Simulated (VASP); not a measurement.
# Sc (P6_3/mmc) in VASP: a series of runs

Runs on Sc. Level: LDA. Tasks: single point, relaxation of cell and atoms.

Program: VASP 6.6.1. These are calculated values, not measurements. Logs are shortened: lines on timing, memory, paths and dates and some standing lists are left out, and cuts for length are marked.

## Step 1: The cell of the first run

Symmetry: P6_3/mmc, No. 194, hexagonal system. The conventional cell has a = 3.227 Å, b = 3.227 Å, c = 4.989 Å, α = 90.00°, β = 90.00°, γ = 120.00°. Within 4.1 Å of Sc (site symmetry -6m2) lie 12 Sc at 3.11 to 3.23 Å.

## Step 2: Single point, LDA

INCAR reads:

```
SYSTEM = Sc
  ALGO = Normal
  EDIFF = 1E-6
  ENCUT = 520
  ISIF = 2
  ISMEAR = 0
  LASPH = .True.
  LCHARG = .False.
  LREAL = .False.
  LWAVE = .False.
  NBANDS = 18
  NELM = 100
  PREC = Accurate
  SIGMA = 0.05
```

KPOINTS reads:

```
k-points
0
Gamma
  14 14 8
  0 0 0
```

POSCAR reads:

```
Sc
1.0
    3.2271311175      0.0000000000      0.0000000000
   -1.6135655587      2.7947775291      0.0000000000
    0.0000000000      0.0000000000      4.9887082366
Sc
2
Direct
    0.3333333333      0.6666666667      0.7500000000
    0.6666666667      0.3333333333      0.2500000000
```

Potentials or basis: VASP PAW LDA potentials, release 64 (Sc_sv).

Run with:

```bash
$ cat potpaw_LDA.64/Sc_sv/POTCAR > POTCAR
$ mpirun -np 1 vasp_std > vasp.out
```

OUTCAR:

```text
SYSTEM = Sc
   EDIFF = 1E-6
   ENCUT = 520
   ISIF = 2
   ISMEAR = 0
   LASPH = .True.
   LREAL = .False.
   NELM = 100
   PREC = Accurate

 ion  position               nearest neighbor table
   1  0.333  0.667  0.750-   2 3.11   2 3.11   2 3.11   2 3.11   2 3.11   2 3.11
   2  0.667  0.333  0.250-   1 3.11   1 3.11   1 3.11   1 3.11   1 3.11   1 3.11

  LATTYP: Found a hexagonal cell.
 ALAT       =     3.2271311175
 C/A-ratio  =     1.5458647495

  Lattice vectors:

 A1 = (   3.2271311175,   0.0000000000,   0.0000000000)
 A2 = (  -1.6135655587,   2.7947775291,   0.0000000000)
 A3 = (   0.0000000000,   0.0000000000,   4.9887082366)

Analysis of symmetry for initial positions (statically):
=====================================================================
 Subroutine PRICEL returns:
 Original cell was already a primitive cell.

 Routine SETGRP: Setting up the symmetry group for a
 hexagonal supercell.

 Subroutine GETGRP returns: Found 24 space group operations
 (whereof 12 operations were pure point group operations)
 out of a pool of 24 trial point group operations.

The static configuration has the point symmetry D_3d.
 The point group associated with its full space group is D_6h.

Analysis of symmetry for dynamics (positions and initial velocities):
=====================================================================
 Subroutine PRICEL returns:
 Original cell was already a primitive cell.

 Routine SETGRP: Setting up the symmetry group for a
 hexagonal supercell.

 Subroutine GETGRP returns: Found 24 space group operations
 (whereof 12 operations were pure point group operations)
 out of a pool of 24 trial point group operations.

The dynamic configuration has the point symmetry D_3d.
 The point group associated with its full space group is D_6h.

 Subroutine INISYM returns: Found 24 space group operations
 (whereof 12 operations are pure point group operations),
 and found     1 'primitive' translations

----------------------------------------------------------------------------------------

                                     Primitive cell

  volume of cell :      44.9937

  direct lattice vectors                    reciprocal lattice vectors
     3.227131117  0.000000000  0.000000000     0.309872752  0.178905117  0.000000000
    -1.613565559  2.794777529  0.000000000     0.000000000  0.357810233  0.000000000
     0.000000000  0.000000000  4.988708237     0.000000000  0.000000000  0.200452693

  length of vectors
     3.227131117  3.227131117  4.988708237     0.357810233  0.357810233  0.200452693

  position of ions in fractional coordinates (direct lattice)
     0.333333333  0.666666667  0.750000000
     0.666666667  0.333333333  0.250000000

  ion indices of the primitive-cell ions
   primitive index   ion index
                 1           1
                 2           2

----------------------------------------------------------------------------------------

 KPOINTS: k-points

Automatic generation of k-mesh.
 Grid dimensions read from file:
 generate k-points for:   14   14    8

 Generating k-lattice:

  Cartesian coordinates                     Fractional coordinates (reciprocal lattice)
     0.022133768  0.012778937  0.000000000     0.071428571  0.000000000  0.000000000
     0.000000000  0.025557874  0.000000000     0.000000000  0.071428571  0.000000000
     0.000000000  0.000000000  0.025056587     0.000000000  0.000000000  0.125000000

  Length of vectors
     0.025557874  0.025557874  0.025056587

  Shift w.r.t. Gamma in fractional coordinates (k-lattice)
     0.000000000  0.000000000  0.000000000

 Subroutine IBZKPT returns following result:
 ===========================================

 Found    120 irreducible k-points:

 Following reciprocal coordinates:
            Coordinates               Weight
  0.000000  0.000000  0.000000      1.000000
  0.071429  0.000000  0.000000      6.000000
  0.142857  0.000000  0.000000      6.000000
  0.214286  0.000000  0.000000      6.000000
  0.285714  0.000000  0.000000      6.000000
  0.357143  0.000000  0.000000      6.000000
[... 16 lines left out ...]
  0.285714  0.285714  0.000000      6.000000
  0.357143  0.285714  0.000000      6.000000
 [... further k-points ...]
   k-points           NKPTS =    120   k-points in BZ     NKDIM =    120   number of bands    NBANDS=     18
   number of dos      NEDOS =    301   number of ions     NIONS =      2
   total plane-waves  NPLWV =  23040
   dimension x,y,z NGX =    24 NGY =   24 NGZ =   40
   dimension x,y,z NGXF=    48 NGYF=   48 NGZF=   80
   ions per type =               2
   NGX,Y,Z   is equivalent  to a cutoff of  12.36, 12.36, 13.33 a.u.
   NGXF,Y,Z  is equivalent  to a cutoff of  24.73, 24.73, 26.66 a.u.
 SYSTEM =  Sc
   PREC   = accura    normal or accurate (medium, high low for compatibility)
   ISTART =      0    job   : 0-new  1-cont  2-samecut
   ICHARG =      2    charge: 1-file 2-atom 10-const
   ISPIN  =      1    spin polarized calculation?
   LNONCOLLINEAR =      F non collinear calculations
   LSORBIT =      F    spin-orbit coupling
   LASPH  =      T    aspherical Exc in radial PAW
   ENCUT  =  520.0 eV  38.22 Ry    6.18 a.u.   6.00  6.00  9.28*2*pi/ulx,y,z
   NELM   =    100;   NELMIN=  2; NELMDL= -5     # of ELM steps
   EDIFF  = 0.1E-05   stopping-criterion for ELM
   LREAL  =      F    real-space projection
[... 7 lines left out ...]
   TEBEG  =    0.0;   TEEND  =   0.0 temperature during run
   PSTRESS=    0.0 pullay stress
   NELECT =      22.0000    total number of electrons
   NUPDOWN=      -1.0000    fix difference up-down
   EMIN   =  10.00;   EMAX   =-10.00  energy-range for DOS
   EFERMI =   0.00;   METHOD = LEGACY
   ISMEAR =     0;   SIGMA  =   0.05  broadening in eV -4-tet -1-fermi 0-gaus
   EFERMI_NEDOS =   21; number of points for ismear=-14 and -15
   IALGO  =     38    algorithm
   IMIX   =      4    mixing-type and parameters
     AMIX     =   0.40;   BMIX     =  1.00
     AMIX_MAG =   1.60;   BMIX_MAG =  1.00
  volume/ion in A,a.u.               =      22.50       151.82
  Fermi-wavevector in a.u.,A,eV,Ry     =   1.289729  2.437234 22.631937  1.663400
  Thomas-Fermi vector in A             =   2.421604
   LORBIT       =      0    0 simple, 1 ext, 2 COOP (PROOUT), +10 PAW based schemes
   GGA     = CA    functional components
   LHFCALC =     F    Hartree Fock is set to
   AEXX    =    0.0000 exact exchange contribution
   IVDW    =     0    specifies the selected vdW correction
   LEPSILON=     F    determine dielectric tensor
   LRPA    =     F    only Hartree local field effects (RPA)
 non-spin polarized calculation
 Gauss-broadening in eV      SIGMA  =   0.05
  energy-cutoff  :      520.00
  volume of cell :       44.99
 maximum number of plane-waves:      1229
   NGX = 13   NGY = 13   NGZ = 19

 number of electron      21.9999998 magnetization

 Free energy of the ion-electron system (eV)
  ---------------------------------------------------
  ext. energy  EPLUGINS =         0.00000000
  ---------------------------------------------------
  free energy    TOTEN  =       -13.45260843 eV

  energy without entropy =      -13.44932851  energy(sigma->0) =      -13.45096847

 E-fermi :   4.0031     XC(G=0): -10.5253

 val. band max:        4.0022990923   @ k =   0.2143   0.1429   0.3750
 cond. band min:       4.0050623550   @ k =   0.2857   0.0000   0.3750
 fundamental gap:      0.0027632627
 Fermi energy:         4.0030820075

 k-point     1 :       0.0000    0.0000    0.0000
  band No.  band energies     occupation
      1     -44.5841      2.00000
      2     -44.4701      2.00000
      3     -23.8547      2.00000
      4     -23.3740      2.00000
      5     -23.3740      2.00000
      6     -23.2790      2.00000
[... 10 lines left out ...]
     17       6.4254      0.00000
     18       6.4254      0.00000

 k-point     2 :       0.0714    0.0000    0.0000
  band No.  band energies     occupation
      1     -44.5804      2.00000
      2     -44.4690      2.00000
      3     -23.8453      2.00000
      4     -23.3917      2.00000
      5     -23.3803      2.00000
      6     -23.2977      2.00000
[... 10 lines left out ...]
     17       6.3284      0.00000
     18       6.3474      0.00000

 k-point     3 :       0.1429    0.0000    0.0000
  band No.  band energies     occupation
      1     -44.5698      2.00000
      2     -44.4659      2.00000
      3     -23.8181      2.00000
      4     -23.4415      2.00000
      5     -23.3974      2.00000
      6     -23.3492      2.00000
[... 10 lines left out ...]
     17       6.4244      0.00000
     18       6.4735      0.00000

 k-point     4 :       0.2143    0.0000    0.0000
  band No.  band energies     occupation
      1     -44.5540      2.00000
      2     -44.4620      2.00000
      3     -23.7757      2.00000
      4     -23.5142      2.00000
      5     -23.4215      2.00000
      6     -23.4211      2.00000
[... 10 lines left out ...]
     17       6.7492      0.00000
     18       6.8326      0.00000

 k-point     5 :       0.2857    0.0000    0.0000
  band No.  band energies     occupation
      1     -44.5354      2.00000
      2     -44.4586      2.00000
      3     -23.7229      2.00000
      4     -23.5958      2.00000
      5     -23.4988      2.00000
      6     -23.4465      2.00000
[... 10 lines left out ...]
     17       7.1557      0.00000
     18       7.2715      0.00000

 k-point     6 :       0.3571    0.0000    0.0000
  band No.  band energies     occupation
      1     -44.5170      2.00000
      2     -44.4572      2.00000
      3     -23.6697      2.00000
      4     -23.6664      2.00000
      5     -23.5662      2.00000
      6     -23.4687      2.00000
[... 10 lines left out ...]
     17       7.6725      0.00000
     18       7.7277      0.00000

 k-point     7 :       0.4286    0.0000    0.0000
  band No.  band energies     occupation
      1     -44.5023      2.00000
      2     -44.4581      2.00000
      3     -23.7211      2.00000
      4     -23.6170      2.00000
      5     -23.6118      2.00000
      6     -23.4838      2.00000
[... 10 lines left out ...]
     17       8.1318      0.00000
     18       8.3187      0.00000

 k-point     8 :       0.5000   -0.0000    0.0000
  band No.  band energies     occupation
      1     -44.4963      2.00000
      2     -44.4592      2.00000
      3     -23.7394      2.00000
      4     -23.6279      2.00000
      5     -23.5952      2.00000
      6     -23.4891      2.00000
[... 10 lines left out ...]
     17       8.3184      0.00000
     18       8.4624      0.00000
[... 229 lines left out ...]
     17       8.1363      0.00000
     18       8.3536      0.00000

 k-point    20 :       0.2143    0.2143    0.0000
  band No.  band energies     occupation
      1     -44.5118      2.00000
      2     -44.4572      2.00000
      3     -23.6501      2.00000
      4     -23.6262      2.00000
      5     -23.6022      2.00000
      6     -23.4678      2.00000
[... 10 lines left out ...]
     17       7.7437      0.00000
     18       8.2133      0.00000

 k-point    21 :       0.2857    0.2143    0.0000
  band No.  band energies     occupation
      1     -44.4966      2.00000
      2     -44.4589      2.00000
      3     -23.6707      2.00000
      4     -23.6086      2.00000
      5     -23.5973      2.00000
      6     -23.5083      2.00000
[... 10 lines left out ...]
     17       8.0878      0.00000
     18       8.3092      0.00000

 k-point    22 :       0.3571    0.2143    0.0000
  band No.  band energies     occupation
      1     -44.4858      2.00000
      2     -44.4623      2.00000
      3     -23.6958      2.00000
      4     -23.5961      2.00000
      5     -23.5550      2.00000
      6     -23.5472      2.00000
[... 10 lines left out ...]
     17       8.1555      0.00000
     18       8.2820      0.00000

 k-point    23 :       0.2857    0.2857    0.0000
  band No.  band energies     occupation
      1     -44.4839      2.00000
      2     -44.4631      2.00000
      3     -23.6784      2.00000
      4     -23.6037      2.00000
      5     -23.5474      2.00000
      6     -23.5425      2.00000
[... 10 lines left out ...]
     17       8.1621      0.00000
     18       8.2549      0.00000

 k-point    24 :       0.3571    0.2857    0.0000
  band No.  band energies     occupation
      1     -44.4766      2.00000
      2     -44.4673      2.00000
      3     -23.6813      2.00000
      4     -23.5784      2.00000
      5     -23.5761      2.00000
      6     -23.5143      2.00000
[... 10 lines left out ...]
     17       8.0461      0.00000
     18       8.2429      0.00000

 [... further k-points ...]

------------------------ aborting loop because EDIFF is reached ----------------------------------------

  FORCE on cell =-STRESS in cart. coord.  units (eV):
  Direction    XX          YY          ZZ          XY          YZ          ZX
  --------------------------------------------------------------------------------------
  -------------------------------------------------------------------------------------
  Total        0.0435173      0.0435173      0.0058447      0.0000000     -0.0000000      0.0000000
  in kB        1.5496052      1.5496052      0.2081224      0.0000000     -0.0000000      0.0000000
  external PRESSURE =       1.1024442 kB  Pullay stress =       0.0000000 kB

 VOLUME and BASIS-vectors are now :
 -----------------------------------------------------------------------------
  energy-cutoff  :      520.00
  volume of cell :       44.99
      direct lattice vectors                 reciprocal lattice vectors
     3.227131117  0.000000000  0.000000000     0.309872752  0.178905117  0.000000000
    -1.613565559  2.794777529  0.000000000     0.000000000  0.357810233  0.000000000
     0.000000000  0.000000000  4.988708237     0.000000000  0.000000000  0.200452693

 POSITION                                       TOTAL-FORCE (eV/Angst)
 -----------------------------------------------------------------------------------
     -0.00000      1.86319      3.74153         0.000000     -0.000000      0.000000
      1.61357      0.93159      1.24718        -0.000000      0.000000      0.000000
 -----------------------------------------------------------------------------------
    total drift:                                0.000000     -0.000000      0.000000

  FREE ENERGIE OF THE ION-ELECTRON SYSTEM (eV)
  ---------------------------------------------------
  free  energy   TOTEN  =       -13.4526084334 eV

  energy  without entropy=      -13.4493285074  energy(sigma->0) =      -13.45096847
```

Wall time 86 s (1 thread of Intel Xeon 8259CL, shared host); peak memory 0.2 GiB.

What came out:

```
Free energy            : -13.4526 eV
Pressure               : 0.1 GPa
Band gap on the k mesh : zero (bands 11 and 12 overlap by 1.64 eV)
```

Levels at points of the mesh, in eV from the Fermi level:
| k point | band 7 | band 8 | band 9 | band 10 | band 11 | band 12 | band 13 | band 14 | band 15 | band 16 |
| --- | --- | --- | --- | --- | --- | --- | --- | --- | --- | --- |
| (0.00, 0.00, 0.00) | -27.28 | -27.24 | -5.23 | -1.76 | 1.00 | 1.64 | 1.64 | 1.99 | 2.16 | 2.16 |
| (0.50, 0.00, 0.00) | -27.40 | -27.33 | -1.65 | -1.18 | -0.80 | -0.25 | 1.33 | 1.44 | 2.04 | 4.06 |
| (0.00, 0.00, 0.50) | -27.33 | -27.33 | -3.56 | -3.56 | 1.04 | 1.04 | 1.53 | 1.53 | 1.53 | 1.53 |
| (0.50, 0.00, 0.50) | -27.39 | -27.39 | -1.61 | -1.61 | 0.09 | 0.09 | 1.51 | 1.51 | 2.51 | 2.51 |

## Step 3: Relaxation of cell and atoms, LDA

This run uses another cell than the first one, of 25.03 Å³/atom.

INCAR reads:

```
SYSTEM = Sc
ALGO = Normal
EDIFF = 1E-6
EDIFFG = -0.01
ENCUT = 600
IBRION = 2
ISIF = 3
ISMEAR = 0
LASPH = .True.
LCHARG = .False.
LREAL = .False.
LWAVE = .False.
NELM = 60
NSW = 80
PREC = Accurate
SIGMA = 0.05
```

KPOINTS is that of step 2.

POSCAR reads:

```
Sc
1.0
    3.3100000000      0.0000000000      0.0000000000
   -1.6550000000      2.8665440865      0.0000000000
    0.0000000000      0.0000000000      5.2761400000
Sc
2
Direct
    0.3333333333      0.6666666667      0.7500000000
    0.6666666667      0.3333333333      0.2500000000
```

Potentials or basis: VASP PAW LDA potentials, release 64 (Sc_sv).

Run with:

```bash
$ cat potpaw_LDA.64/Sc_sv/POTCAR > POTCAR
$ mpirun -np 1 vasp_std > vasp.out
```

Run time: 12 min. Hardware: 1 thread of Intel Xeon 8259CL, shared host; peak memory 0.24 GiB.

The run converged. Its results:

| Quantity | Value |
| --- | --- |
| Free energy | -13.4531 eV |
| Relaxed volume | 22.54 Å³/atom |
| Relaxed cell | a = 3.231 Å, b = 3.231 Å, c = 4.986 Å, α = 90.00°, β = 90.00°, γ = 120.00° |
| Space group after relaxing (to 0.1 Å) | P6_3/mmc (No. 194) |
| Energy gained by relaxing | 48.3 meV/atom |
| Ionic steps | 9 |
| Pressure after relaxing | 0.0 GPa |
| Band gap on the k mesh | zero (bands 11 and 12 overlap by 1.65 eV) |

The path:
| step | energy change (eV) | largest force (eV/Å) | pressure (GPa) | volume (Å³) |
| --- | --- | --- | --- | --- |
| 1 | 0.0000 | 0.0000 | -5.36 | 50.06 |
| 2 | -0.0908 | 0.0000 | 1.28 | 44.24 |
| 3 | -0.0936 | 0.0000 | 0.18 | 45.02 |
| 4 | -0.0936 | 0.0000 | 0.04 | 45.12 |
| 5 | -0.0962 | 0.0000 | -0.04 | 45.14 |
| 6 | -0.0967 | 0.0000 | -0.06 | 45.15 |
| 7 | -0.0967 | 0.0000 | -0.07 | 45.15 |
| 8 | -0.0967 | 0.0000 | -0.07 | 45.15 |
| 9 | -0.0967 | 0.0000 | 0.01 | 45.08 |

Final structure:
```cif
data_structure
_symmetry_space_group_name_H-M 'P 1'
_symmetry_Int_Tables_number 1
_cell_length_a 3.2311
_cell_length_b 3.2311
_cell_length_c 4.9864
_cell_angle_alpha 90.000
_cell_angle_beta 90.000
_cell_angle_gamma 120.000
_cell_volume 45.08
loop_
_atom_site_label
_atom_site_type_symbol
_atom_site_fract_x
_atom_site_fract_y
_atom_site_fract_z
_atom_site_occupancy
Sc1 Sc 0.33333 0.66667 0.75000 1
Sc2 Sc 0.66667 0.33333 0.25000 1
```

Levels at points of the mesh, in eV from the Fermi level:
| k point | band 7 | band 8 | band 9 | band 10 | band 11 | band 12 | band 13 | band 14 | band 15 |
| --- | --- | --- | --- | --- | --- | --- | --- | --- | --- |
| (0.00, 0.00, 0.00) | -27.29 | -27.24 | -5.22 | -1.75 | 1.01 | 1.63 | 1.63 | 2.00 | 2.15 |
| (0.50, 0.00, 0.00) | -27.40 | -27.34 | -1.65 | -1.18 | -0.79 | -0.25 | 1.32 | 1.44 | 2.05 |
| (0.00, 0.00, 0.50) | -27.34 | -27.34 | -3.55 | -3.55 | 1.05 | 1.05 | 1.52 | 1.52 | 1.52 |
| (0.50, 0.00, 0.50) | -27.39 | -27.39 | -1.60 | -1.60 | 0.10 | 0.10 | 1.50 | 1.50 | 2.50 |
